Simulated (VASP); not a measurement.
# Au (R-3m) in VASP: single point with PBE

Aim: the single point of Au with PBE.

Everything below comes from runs of VASP 6.6.1. Logs are shortened: lines on timing, memory, paths and dates and some standing lists are left out, and cuts for length are marked.

### 1 The cell of the first run

It takes space group R-3m (No. 166, trigonal). The conventional cell has a = 2.940 Å, b = 2.940 Å, c = 14.404 Å, α = 90.00°, β = 90.00°, γ = 120.00°. Au (site symmetry 3m) has 12 Au at 2.62 to 3.27 Å within 3.5 Å.

### 2 Single point, PBE (atoms displaced along a vibrational mode)

Contents of INCAR:

```
ALGO = Fast ; EDIFF = 1E-6
ENCUT = 520 ; GGA = PE
ISIF = 2 ; ISMEAR = 0
LASPH = True ; LCHARG = True
LELF = True ; LREAL = False
LVHAR = True ; LWAVE = False
NBANDS = 18 ; NELM = 60
PREC = Accurate ; SIGMA = 0.15
```

Contents of KPOINTS:

```
k-points
0
Gamma
  24 24 24
```

Contents of POSCAR:

```
Au
1.0
    0.0000000000     -2.0790388404     -2.0790388404
   -2.0790388404      0.0000000000     -2.0790388404
    2.0790388404      2.0790388404     -4.1580776809
Au
2
Direct
    0.4861149715      0.4861149715      0.5416550854
    0.0138850285      0.0138850285     -0.0416550854
```

Potentials or basis: VASP PAW PBE potentials, release 64 (Au).

Command:

```
> cat potpaw_PBE.64/Au/POTCAR > POTCAR
> mpirun -np 1 vasp_std > vasp.out
```

OUTCAR:

```text
EDIFF = 1E-6
   ENCUT = 520
   GGA = PE
   ISIF = 2
   ISMEAR = 0
   LASPH = True
   LREAL = False
   NELM = 60
   PREC = Accurate

 ion  position               nearest neighbor table
   1  0.486  0.486  0.542-   2 2.62   2 2.62   2 2.62   2 3.27   2 3.27   2 3.27
   2  0.014  0.014  0.958-   1 2.62   1 2.62   1 2.62   1 3.27   1 3.27   1 3.27

  LATTYP: Found a trigonal (rhomboedric) cell.
 ALAT       =     5.0925843144
 COS(alpha) =     0.8333333333

  Lattice vectors:

 A1 = (   2.0790388404,   4.1580776808,  -2.0790388405)
 A2 = (   4.1580776808,   2.0790388404,  -2.0790388405)
 A3 = (   2.0790388404,   2.0790388404,  -4.1580776809)

Analysis of symmetry for initial positions (statically):
=====================================================================
 Subroutine PRICEL returns:
 Original cell was already a primitive cell.

 Routine SETGRP: Setting up the symmetry group for a
 trigonal (rhombohedral) supercell.

 Subroutine GETGRP returns: Found 12 space group operations
 (whereof  6 operations were pure point group operations)
 out of a pool of 12 trial point group operations.

The static configuration has the point symmetry C_3v.
 The point group associated with its full space group is D_3d.

Analysis of symmetry for dynamics (positions and initial velocities):
=====================================================================
 Subroutine PRICEL returns:
 Original cell was already a primitive cell.

 Routine SETGRP: Setting up the symmetry group for a
 trigonal (rhombohedral) supercell.

 Subroutine GETGRP returns: Found 12 space group operations
 (whereof  6 operations were pure point group operations)
 out of a pool of 12 trial point group operations.

The dynamic configuration has the point symmetry C_3v.
 The point group associated with its full space group is D_3d.

 Subroutine INISYM returns: Found 12 space group operations
 (whereof  6 operations are pure point group operations),
 and found     1 'primitive' translations

----------------------------------------------------------------------------------------

                                     Primitive cell

  volume of cell :      35.9458

  direct lattice vectors                    reciprocal lattice vectors
     0.000000000 -2.079038840 -2.079038840     0.120247874 -0.360743621 -0.120247874
    -2.079038840  0.000000000 -2.079038840    -0.360743621  0.120247874 -0.120247874
[... 72 lines left out ...]
   ions per type =               2
   NGX,Y,Z   is equivalent  to a cutoff of  13.57, 13.57, 13.06 a.u.
   NGXF,Y,Z  is equivalent  to a cutoff of  27.14, 27.14, 26.12 a.u.
 SYSTEM =  unknown system
   PREC   = accura    normal or accurate (medium, high low for compatibility)
   ISTART =      0    job   : 0-new  1-cont  2-samecut
   ICHARG =      2    charge: 1-file 2-atom 10-const
   ISPIN  =      1    spin polarized calculation?
   LNONCOLLINEAR =      F non collinear calculations
   LSORBIT =      F    spin-orbit coupling
   LASPH  =      T    aspherical Exc in radial PAW
   ENCUT  =  520.0 eV  38.22 Ry    6.18 a.u.   5.47  5.47  9.47*2*pi/ulx,y,z
   NELM   =     60;   NELMIN=  2; NELMDL= -5     # of ELM steps
   EDIFF  = 0.1E-05   stopping-criterion for ELM
   LREAL  =      F    real-space projection
[... 7 lines left out ...]
   TEBEG  =    0.0;   TEEND  =   0.0 temperature during run
   PSTRESS=    0.0 pullay stress
   NELECT =      22.0000    total number of electrons
   NUPDOWN=      -1.0000    fix difference up-down
   EMIN   =  10.00;   EMAX   =-10.00  energy-range for DOS
   EFERMI =   0.00;   METHOD = LEGACY
   ISMEAR =     0;   SIGMA  =   0.15  broadening in eV -4-tet -1-fermi 0-gaus
   EFERMI_NEDOS =   21; number of points for ismear=-14 and -15
   IALGO  =     68    algorithm
   IMIX   =      4    mixing-type and parameters
     AMIX     =   0.40;   BMIX     =  1.00
     AMIX_MAG =   1.60;   BMIX_MAG =  1.00
  volume/ion in A,a.u.               =      17.97       121.29
  Fermi-wavevector in a.u.,A,eV,Ry     =   1.389952  2.626628 26.285999  1.931966
  Thomas-Fermi vector in A             =   2.513934
   LORBIT       =      0    0 simple, 1 ext, 2 COOP (PROOUT), +10 PAW based schemes
   GGA     = PE    functional components
   LHFCALC =     F    Hartree Fock is set to
   AEXX    =    0.0000 exact exchange contribution
   IVDW    =     0    specifies the selected vdW correction
   LEPSILON=     F    determine dielectric tensor
   LRPA    =     F    only Hartree local field effects (RPA)
 non-spin polarized calculation
 RMM-DIIS sequential band-by-band and
 Gauss-broadening in eV      SIGMA  =   0.15
  energy-cutoff  :      520.00
  volume of cell :       35.95
 maximum number of plane-waves:      1007
 NGX is ok and might be reduce to    24
   NGX = 11   NGY = 11   NGZ = 19

 number of electron      21.9999998 magnetization

 Free energy of the ion-electron system (eV)
  ---------------------------------------------------
  ext. energy  EPLUGINS =         0.00000000
  ---------------------------------------------------
  free energy    TOTEN  =        -5.81372384 eV

  energy without entropy =       -5.80796092  energy(sigma->0) =       -5.81084238

 E-fermi :   8.7368     XC(G=0): -12.3222

 val. band max:        8.7152625308   @ k =  -0.1250   0.5000   0.1250
 cond. band min:       8.7399442639   @ k =  -0.2500  -0.4167   0.2917
 fundamental gap:      0.0246817331
 Fermi energy:         8.7367955621

 k-point     1 :       0.0000    0.0000    0.0000
  band No.  band energies     occupation
      1      -0.8943      2.00000
      2       1.4706      2.00000
      3       3.7244      2.00000
      4       3.7244      2.00000
      5       3.8577      2.00000
      6       3.8577      2.00000
[... 481 lines left out ...]
      5       4.1520      2.00000
      6       4.7246      2.00000
[... 10 lines left out ...]
     17      22.4771      0.00000
     18      22.5180      0.00000

 [... further k-points ...]
[... 5 lines left out ...]
  --------------------------------------------------------------------------------------
  -------------------------------------------------------------------------------------
  Total        3.1234448      3.1234448      3.1234448      0.6108681     -0.6108681     -0.6108681
  in kB      139.2183919    139.2183919    139.2183919     27.2276541    -27.2276541    -27.2276541
  external PRESSURE =     139.2183919 kB  Pullay stress =       0.0000000 kB

 VOLUME and BASIS-vectors are now :
 -----------------------------------------------------------------------------
  energy-cutoff  :      520.00
  volume of cell :       35.95
      direct lattice vectors                 reciprocal lattice vectors
     0.000000000 -2.079038840 -2.079038840     0.120247874 -0.360743621 -0.120247874
    -2.079038840  0.000000000 -2.079038840    -0.360743621  0.120247874 -0.120247874
     2.079038840  2.079038840 -4.158077681     0.120247874  0.120247874 -0.120247874

 POSITION                                       TOTAL-FORCE (eV/Angst)
 -----------------------------------------------------------------------------------
      0.11547      0.11547     -4.27355        -2.086319     -2.086319      2.086319
      1.96357      1.96357     -4.04261         2.086319      2.086319     -2.086319
 -----------------------------------------------------------------------------------
    total drift:                                0.000000      0.000000     -0.000000

  FREE ENERGIE OF THE ION-ELECTRON SYSTEM (eV)
  ---------------------------------------------------
  free  energy   TOTEN  =        -5.8137238351 eV

  energy  without entropy=       -5.8079609155  energy(sigma->0) =       -5.81084238
```

Run time: 15 min. Hardware: 1 thread of Oxide Virtual Turin-like, shared host; peak memory 0.71 GiB.

Results:

```yaml
Free_energy: -5.8137 eV
Pressure: 13.9 GPa
Largest_force: 3.614 eV/Å
Band_gap_on_the_k_mesh: zero (bands 11 and 12 overlap by 5.09 eV)
```

Forces on the atoms (eV/Å):
```
Au  -2.086 -2.086  2.086
Au   2.086  2.086 -2.086
```

Stress tensor (GPa, compression positive):
```
13.92  2.72 -2.72
 2.72 13.92 -2.72
-2.72 -2.72 13.92
```

Levels at points of the mesh, in eV from the Fermi level:
| k point | band 8 | band 9 | band 10 | band 11 | band 12 | band 13 | band 14 | band 15 |
| --- | --- | --- | --- | --- | --- | --- | --- | --- |
| (0.00, 0.00, 0.00) | -3.08 | -3.08 | -1.81 | -1.81 | -0.44 | 2.15 | 13.66 | 15.07 |
| (0.50, 0.00, 0.00) | -2.59 | -2.19 | -1.84 | 0.69 | 0.92 | 4.18 | 6.43 | 9.69 |
| (0.50, 0.50, 0.00) | -2.13 | -2.01 | -1.56 | -0.68 | 1.20 | 2.85 | 5.11 | 9.79 |
| (0.00, 0.00, 0.50) | -3.93 | -3.21 | -3.21 | -2.27 | -2.27 | 8.42 | 13.21 | 14.75 |

Caveat: the cell differs from its parent crystal (atoms displaced along a vibrational mode); the cell stands under pressure; spin-orbit coupling is left out, which moves the levels of the heavy elements; forces of over 1 eV/Å act on the atoms, so gaps and moduli don't describe the material at rest.

The gap in the log of VASP goes by the Fermi energy; the results here count the filled bands.